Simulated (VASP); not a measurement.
# Ni (Fm-3m) in VASP: further runs

Ni is run at these levels: PBE; tasks: single point.

Everything below comes from runs of VASP 6.6.1. Logs are shortened: lines on timing, memory, paths and dates and some standing lists are left out, and cuts for length are marked.

## 1. The cell of the first run

Symmetry: Fm-3m, No. 225, cubic system. The conventional cell has a = 3.615 Å, b = 3.615 Å, c = 3.615 Å, α = 90.00°, β = 90.00°, γ = 90.00°. Ni (site symmetry m-3m) has 12 Ni at 2.56 Å within 3.4 Å.

## 2. Single point, PBE, collinear spin, ferromagnetic start

Contents of INCAR:

```
ALGO = Normal
EDIFF = 1E-6
ENCUT = 520
GGA = PE
ISIF = 2
ISMEAR = -1
ISPIN = 2
LASPH = T
LCHARG = F
LMAXMIX = 4
LORBIT = 11
LREAL = F
LWAVE = F
MAGMOM = 2 2
NBANDS = 21
NELM = 150
PREC = Accurate
SIGMA = 0.1
```

Contents of KPOINTS:

```
k-points
0
Gamma
  13 13 13
```

Contents of POSCAR:

```
Ni
1.0
    3.6150000000      1.8075000000      1.8075000000
    1.8075000000      3.6150000000      1.8075000000
    1.8075000000      1.8075000000      3.6150000000
Ni
2
Direct
    0.0000000000      0.0000000000      0.0000000000
    0.5000000000      0.5000000000      0.5000000000
```

Potentials or basis: VASP PAW PBE potentials, release 64 (Ni).

The run is started by

```sh
> cat potpaw_PBE.64/Ni/POTCAR > POTCAR
> mpirun -np 1 vasp_std > vasp.out
```

OUTCAR:

```text
EDIFF = 1E-6
   ENCUT = 520
   GGA = PE
   ISIF = 2
   ISMEAR = -1
   ISPIN = 2
   LASPH = T
   LORBIT = 11
   LREAL = F
   NELM = 150
   PREC = Accurate

 ion  position               nearest neighbor table
   1  0.000  0.000  0.000-   2 2.56   2 2.56   2 2.56   2 2.56   2 2.56   2 2.56
   2  0.500  0.500  0.500-   1 2.56   1 2.56   1 2.56   1 2.56   1 2.56   1 2.56

  LATTYP: Found a trigonal (rhomboedric) cell.
 ALAT       =     4.4274527101
 COS(alpha) =     0.8333333333

  Lattice vectors:

 A1 = (   3.6150000000,   1.8075000000,   1.8075000000)
 A2 = (   1.8075000000,   3.6150000000,   1.8075000000)
 A3 = (   1.8075000000,   1.8075000000,   3.6150000000)

Analysis of symmetry for initial positions (statically):
=====================================================================
 Subroutine PRICEL returns following result:

  LATTYP: Found a face centered cubic cell.
 ALAT       =     3.6150000000

  Lattice vectors:

 A1 = (   0.0000000000,  -1.8075000000,   1.8075000000)
 A2 = (  -1.8075000000,   0.0000000000,   1.8075000000)
 A3 = (  -1.8075000000,  -1.8075000000,   0.0000000000)

   2 primitive cells build up your supercell.

 Routine SETGRP: Setting up the symmetry group for a
 trigonal (rhombohedral) supercell.

 Subroutine GETGRP returns: Found 12 space group operations
 (whereof 12 operations were pure point group operations)
 out of a pool of 12 trial point group operations.

The static configuration has the point symmetry D_3d.

Analysis of symmetry for dynamics (positions and initial velocities):
=====================================================================
 Subroutine PRICEL returns following result:

  LATTYP: Found a face centered cubic cell.
 ALAT       =     3.6150000000

  Lattice vectors:

 A1 = (   0.0000000000,  -1.8075000000,   1.8075000000)
 A2 = (  -1.8075000000,   0.0000000000,   1.8075000000)
 A3 = (  -1.8075000000,  -1.8075000000,   0.0000000000)

   2 primitive cells build up your supercell.

 Routine SETGRP: Setting up the symmetry group for a
 trigonal (rhombohedral) supercell.

 Subroutine GETGRP returns: Found 12 space group operations
 (whereof 12 operations were pure point group operations)
 out of a pool of 12 trial point group operations.

The dynamic configuration has the point symmetry D_3d.

Analysis of structural, dynamic, and magnetic symmetry:
=====================================================================
 Subroutine PRICEL returns following result:

  LATTYP: Found a face centered cubic cell.
 ALAT       =     3.6150000000

  Lattice vectors:

 A1 = (   0.0000000000,  -1.8075000000,   1.8075000000)
 A2 = (  -1.8075000000,   0.0000000000,   1.8075000000)
 A3 = (  -1.8075000000,  -1.8075000000,   0.0000000000)

   2 primitive cells build up your supercell.

 Routine SETGRP: Setting up the symmetry group for a
 trigonal (rhombohedral) supercell.

 Subroutine GETGRP returns: Found 12 space group operations
 (whereof 12 operations were pure point group operations)
 out of a pool of 12 trial point group operations.

The overall configuration has the point symmetry D_3d.

 Subroutine INISYM returns: Found 12 space group operations
 (whereof 12 operations are pure point group operations),
 and found     2 'primitive' translations

----------------------------------------------------------------------------------------

                                     Primitive cell

  volume of cell :      11.8104

  direct lattice vectors                    reciprocal lattice vectors
     0.000000000 -1.807500000  1.807500000     0.276625173 -0.276625173  0.276625173
    -1.807500000  0.000000000  1.807500000    -0.276625173  0.276625173  0.276625173
    -1.807500000 -1.807500000  0.000000000    -0.276625173 -0.276625173 -0.276625173

  length of vectors
     2.556191014  2.556191014  2.556191014     0.479128854  0.479128854  0.479128854

  position of ions in fractional coordinates (direct lattice)
     0.000000000  0.000000000  0.000000000

  ion indices of the primitive-cell ions
   primitive index   ion index
                 1           1

----------------------------------------------------------------------------------------

 KPOINTS: k-points

Automatic generation of k-mesh.
 Grid dimensions read from file:
 generate k-points for:   13   13   13

 Generating k-lattice:

  Cartesian coordinates                     Fractional coordinates (reciprocal lattice)
     0.031918289 -0.010639430 -0.010639430     0.076923077  0.000000000  0.000000000
    -0.010639430  0.031918289 -0.010639430     0.000000000  0.076923077  0.000000000
    -0.010639430 -0.010639430  0.031918289     0.000000000  0.000000000  0.076923077

  Length of vectors
     0.035286996  0.035286996  0.035286996

  Shift w.r.t. Gamma in fractional coordinates (k-lattice)
     0.000000000  0.000000000  0.000000000

 Subroutine IBZKPT returns following result:
 ===========================================

 Found    231 irreducible k-points:

 Following reciprocal coordinates:
            Coordinates               Weight
  0.000000  0.000000  0.000000      1.000000
  0.076923 -0.000000 -0.000000      6.000000
  0.153846  0.000000  0.000000      6.000000
  0.230769  0.000000  0.000000      6.000000
  0.307692  0.000000  0.000000      6.000000
  0.384615  0.000000  0.000000      6.000000
[... 16 lines left out ...]
  0.384615  0.153846 -0.000000     12.000000
  0.461538  0.153846  0.000000     12.000000
 [... further k-points ...]
   k-points           NKPTS =    231   k-points in BZ     NKDIM =    231   number of bands    NBANDS=     21
   number of dos      NEDOS =    301   number of ions     NIONS =      2
   total plane-waves  NPLWV =  46656
   dimension x,y,z NGX =    36 NGY =   36 NGZ =   36
   dimension x,y,z NGXF=    72 NGYF=   72 NGZF=   72
   ions per type =               2
   NGX,Y,Z   is equivalent  to a cutoff of  13.52, 13.52, 13.52 a.u.
   NGXF,Y,Z  is equivalent  to a cutoff of  27.04, 27.04, 27.04 a.u.
 SYSTEM =  unknown system
   PREC   = accura    normal or accurate (medium, high low for compatibility)
   ISTART =      0    job   : 0-new  1-cont  2-samecut
   ICHARG =      2    charge: 1-file 2-atom 10-const
   ISPIN  =      2    spin polarized calculation?
   LNONCOLLINEAR =      F non collinear calculations
   LSORBIT =      F    spin-orbit coupling
   LASPH  =      T    aspherical Exc in radial PAW
   ENCUT  =  520.0 eV  38.22 Ry    6.18 a.u.   8.23  8.23  8.23*2*pi/ulx,y,z
   NELM   =    150;   NELMIN=  2; NELMDL= -5     # of ELM steps
   EDIFF  = 0.1E-05   stopping-criterion for ELM
   LREAL  =      F    real-space projection
   EDIFFG = 0.1E-04   stopping-criterion for IOM
   NSW    =      0    number of steps for IOM
   IBRION =     -1    ionic relax: 0-MD 1-quasi-New 2-CG
   NFREE  =      0    steps in history (QN), initial steepest desc. (CG)
   ISIF   =      2    stress and relaxation
   ISYM   =      2    0-nonsym 1-usesym 2-fastsym
   POTIM  = 0.5000    time-step for ionic-motion
   TEBEG  =    0.0;   TEEND  =   0.0 temperature during run
   PSTRESS=    0.0 pullay stress
   NELECT =      20.0000    total number of electrons
   NUPDOWN=      -1.0000    fix difference up-down
   EMIN   =  10.00;   EMAX   =-10.00  energy-range for DOS
   EFERMI =   0.00;   METHOD = LEGACY
   ISMEAR =    -1;   SIGMA  =   0.10  broadening in eV -4-tet -1-fermi 0-gaus
   EFERMI_NEDOS =   21; number of points for ismear=-14 and -15
   IALGO  =     38    algorithm
   IMIX   =      4    mixing-type and parameters
     AMIX     =   0.40;   BMIX     =  1.00
     AMIX_MAG =   1.60;   BMIX_MAG =  1.00
  volume/ion in A,a.u.               =      11.81        79.70
  Fermi-wavevector in a.u.,A,eV,Ry     =   1.548769  2.926748 32.636078  2.398684
  Thomas-Fermi vector in A             =   2.653671
   LORBIT       =     11    0 simple, 1 ext, 2 COOP (PROOUT), +10 PAW based schemes
   GGA     = PE    functional components
   LHFCALC =     F    Hartree Fock is set to
   AEXX    =    0.0000 exact exchange contribution
   IVDW    =     0    specifies the selected vdW correction
   LEPSILON=     F    determine dielectric tensor
   LRPA    =     F    only Hartree local field effects (RPA)
 spin polarized calculation
  energy-cutoff  :      520.00
  volume of cell :       23.62
 maximum number of plane-waves:       663
 NGX is ok and might be reduce to    36
   NGX = 17   NGY = 17   NGZ = 17

 number of electron      19.9999996 magnetization       1.2707625

 Free energy of the ion-electron system (eV)
  ---------------------------------------------------
  ext. energy  EPLUGINS =         0.00000000
  ---------------------------------------------------
  free energy    TOTEN  =       -10.92004244 eV

  energy without entropy =      -10.80505646  energy(sigma->0) =      -10.86254945

 E-fermi :   8.2587     XC(G=0): -12.7784

 val. band max:        8.2535978411   @ k =  -0.3846   0.3077   0.1538
 cond. band min:       8.2602291450   @ k =  -0.4615   0.4615   0.0000
 fundamental gap:      0.0066313039
 Fermi energy:         8.2586797950

 spin component 1

 k-point     1 :       0.0000    0.0000    0.0000
  band No.  band energies     occupation
      1      -0.1897      1.00000
      2       3.8585      1.00000
      3       6.0310      1.00000
      4       6.0310      1.00000
      5       6.0313      1.00000
      6       6.0503      1.00000
[... 13 lines left out ...]
     20      34.5099      0.00000
     21      34.5103      0.00000

 k-point     2 :       0.0769   -0.0000   -0.0000
  band No.  band energies     occupation
      1       0.0098      1.00000
      2       3.9766      1.00000
      3       5.9735      1.00000
      4       5.9736      1.00000
      5       6.0775      1.00000
      6       6.0796      1.00000
[... 13 lines left out ...]
     20      34.3264      0.00000
     21      35.7989      0.00000
[... 487 lines left out ...]
      5       5.3999      1.00000
      6       6.0516      1.00000
[... 13 lines left out ...]
     20      34.9375      0.00000
     21      35.7767      0.00000

 k-point    24 :       0.4615    0.1538    0.0000
  band No.  band energies     occupation
      1       4.1975      1.00000
      2       5.0917      1.00000
      3       5.1472      1.00000
      4       5.1820      1.00000
      5       5.6473      1.00000
      6       5.8525      1.00000
[... 13 lines left out ...]
     20      34.3087      0.00000
     21      35.3862      0.00000

 [... further k-points ...]

 spin component 2

 k-point     1 :       0.0000    0.0000    0.0000
  band No.  band energies     occupation
      1      -0.2282      1.00000
      2       4.2921      1.00000
      3       6.6809      1.00000
      4       6.6809      1.00000
      5       6.7824      1.00000
      6       6.7824      1.00000
[... 13 lines left out ...]
     20      34.5072      0.00000
     21      34.5074      0.00000

 k-point     2 :       0.0769   -0.0000   -0.0000
  band No.  band energies     occupation
      1      -0.0285      1.00000
      2       4.4172      1.00000
      3       6.5705      1.00000
      4       6.7185      1.00000
      5       6.7564      1.00000
      6       6.8320      1.00000
[... 13 lines left out ...]
     20      34.3156      0.00000
     21      35.8403      0.00000
[... 487 lines left out ...]
      5       6.0009      1.00000
      6       6.6620      1.00000
[... 13 lines left out ...]
     20      34.9498      0.00000
     21      35.8598      0.00000

 k-point    24 :       0.4615    0.1538    0.0000
  band No.  band energies     occupation
      1       4.3418      1.00000
      2       5.5091      1.00000
      3       5.6934      1.00000
      4       5.8259      1.00000
      5       6.2658      1.00000
      6       6.4361      1.00000
[... 13 lines left out ...]
     20      34.3153      0.00000
     21      35.4550      0.00000

 [... further k-points ...]

------------------------ aborting loop because EDIFF is reached ----------------------------------------

  FORCE on cell =-STRESS in cart. coord.  units (eV):
  Direction    XX          YY          ZZ          XY          YZ          ZX
  --------------------------------------------------------------------------------------
  -------------------------------------------------------------------------------------
  Total       -1.8885654     -1.8885654     -1.8885654      0.0084618      0.0084618      0.0084618
  in kB     -128.0995805   -128.0995805   -128.0995805      0.5739571      0.5739571      0.5739571
  external PRESSURE =    -128.0995805 kB  Pullay stress =       0.0000000 kB

 VOLUME and BASIS-vectors are now :
 -----------------------------------------------------------------------------
  energy-cutoff  :      520.00
  volume of cell :       23.62
      direct lattice vectors                 reciprocal lattice vectors
     3.615000000  1.807500000  1.807500000     0.414937759 -0.138312586 -0.138312586
     1.807500000  3.615000000  1.807500000    -0.138312586  0.414937759 -0.138312586
     1.807500000  1.807500000  3.615000000    -0.138312586 -0.138312586  0.414937759

 POSITION                                       TOTAL-FORCE (eV/Angst)
 -----------------------------------------------------------------------------------
      0.00000      0.00000      0.00000         0.000000      0.000000     -0.000000
      3.61500      3.61500      3.61500        -0.000000     -0.000000      0.000000
 -----------------------------------------------------------------------------------
    total drift:                                0.000000      0.000000      0.000000

  FREE ENERGIE OF THE ION-ELECTRON SYSTEM (eV)
  ---------------------------------------------------
  free  energy   TOTEN  =       -10.9200424438 eV

  energy  without entropy=      -10.8050564586  energy(sigma->0) =      -10.86254945

 total charge

# of ion       s       p       d       tot
------------------------------------------
    1        0.464   0.430   8.282   9.176
    2        0.464   0.430   8.282   9.176
--------------------------------------------------
tot          0.929   0.859  16.565  18.352

 magnetization (x)

# of ion       s       p       d       tot
------------------------------------------
    1       -0.006  -0.023   0.684   0.654
    2       -0.006  -0.023   0.684   0.654
--------------------------------------------------
tot         -0.012  -0.046   1.367   1.309
```

Run time: 9.6 min. Hardware: 1 thread of AMD EPYC 9R14 (Zen 4), shared host; peak memory 0.32 GiB.

Results:

```
Free energy                                           : -10.9200 eV
Pressure                                              : -12.8 GPa
Net moment                                            : 1.27 μB per cell
Site moments                                          : Ni +0.65 μB
Valence electrons inside the program's atomic spheres : Ni 9.18
```

Levels at points of the mesh, in eV from the Fermi level:
Spin up:
```csv
k point,band 7,band 8,band 9,band 10,band 11,band 12,band 13,band 14,band 15,band 16
"(0.00, 0.00, 0.00)",-2.21,-1.19,-1.19,-0.61,-0.61,-0.13,5.11,21.56,23.03,23.28
```
Spin down:
```csv
k point,band 6,band 7,band 8,band 9,band 10,band 11,band 12,band 13
"(0.00, 0.00, 0.00)",-1.48,-1.47,-0.58,-0.58,-0.20,0.15,0.15,5.53
```

Caveat: the cell stands under tension.

## 3. Single point, PBE, collinear spin, antiferromagnetic start

Contents of INCAR:

```
  PREC = Accurate
  ENCUT = 520
  EDIFF = 1E-7
  ISMEAR = -1
  SIGMA = 0.1
  LREAL = F
  LASPH = T
  NELM = 150
  ALGO = Normal
  ISIF = 2
  LWAVE = F
  LCHARG = F
  ISPIN = 2
  MAGMOM = 2 -2
  LORBIT = 11
  LMAXMIX = 4
  GGA = PE
  NBANDS = 21
```

Contents of KPOINTS:

```
Automatic mesh
0
Gamma
  13 13 13
```

POSCAR is that of step 2.

Potentials or basis: VASP PAW PBE potentials, release 64 (Ni).

The run is started by

```sh
> cat potpaw_PBE.64/Ni/POTCAR > POTCAR
> mpirun -np 1 vasp_std > vasp.out
```

It took 24 min on 1 thread of AMD EPYC 9R14 (Zen 4), shared host; peak memory 0.32 GiB.

Results (log left out):

* Free energy: -10.8412 eV
* Pressure: -13.5 GPa
* Band gap on the k mesh: zero (filled and empty bands overlap)
* Net moment: 0.00 μB per cell
* Site moments: Ni +0.06, -0.06 μB
* Valence electrons inside the program's atomic spheres: Ni 9.18

Levels at points of the mesh, in eV from the Fermi level:
Spin up:
```tsv
k point	band 6	band 7	band 8	band 9	band 10	band 11	band 12	band 13	band 14	band 15
(0.00, 0.00, 0.00)	-1.65	-1.65	-0.70	-0.70	-0.05	-0.05	-0.01	5.49	21.64	23.10
```
Spin down:
```
           k point  band 8  band 9  band 10  band 11  band 12  band 13
(0.00, 0.00, 0.00)   -0.70   -0.70    -0.05    -0.05    -0.01     5.49
```

Caveat: the cell stands under tension.

## 4. Single point, PBE, collinear spin, ferromagnetic start

Contents of INCAR:

```
SYSTEM = Ni
PREC = Accurate ; ENCUT = 520
EDIFF = 1E-7 ; ISMEAR = -1
SIGMA = 0.1 ; LREAL = .False.
LASPH = .True. ; NELM = 150
ALGO = Normal ; ISIF = 2
LWAVE = .False. ; LCHARG = .False.
ISPIN = 2 ; MAGMOM = 0.76 0.76
LORBIT = 11 ; LMAXMIX = 4
GGA = PE ; NBANDS = 21
```

Contents of KPOINTS:

```
regular mesh
0
Gamma
  13 13 13
  0 0 0
```

POSCAR is that of step 3.

The run is started by

```sh
> cat potpaw_PBE.64/Ni/POTCAR > POTCAR
> mpirun -np 1 vasp_std > vasp.out
```

It took 11 min on 1 thread of AMD EPYC 9R14 (Zen 4), shared host; peak memory 0.32 GiB.

Results (log left out):

* Free energy: -10.9200 eV
* Pressure: -12.7 GPa
* Net moment: 1.27 μB per cell
* Site moments: Ni +0.65 μB
* Valence electrons inside the program's atomic spheres: Ni 9.18

Stress tensor (GPa, compression positive):
```
-12.74   0.06   0.06
  0.06 -12.74   0.06
  0.06   0.06 -12.74
```

Levels at points of the mesh, in eV from the Fermi level:
Spin up:
| k point | band 8 | band 9 | band 10 | band 11 | band 12 | band 13 | band 14 | band 15 |
| --- | --- | --- | --- | --- | --- | --- | --- | --- |
| (0.00, 0.00, 0.00) | -1.19 | -1.19 | -0.61 | -0.61 | -0.13 | 5.11 | 21.56 | 23.03 |
Spin down:
```tsv
k point	band 7	band 8	band 9	band 10	band 11	band 12
(0.00, 0.00, 0.00)	-1.47	-0.58	-0.58	-0.20	0.15	0.15
```

Caveat: the cell stands under tension.
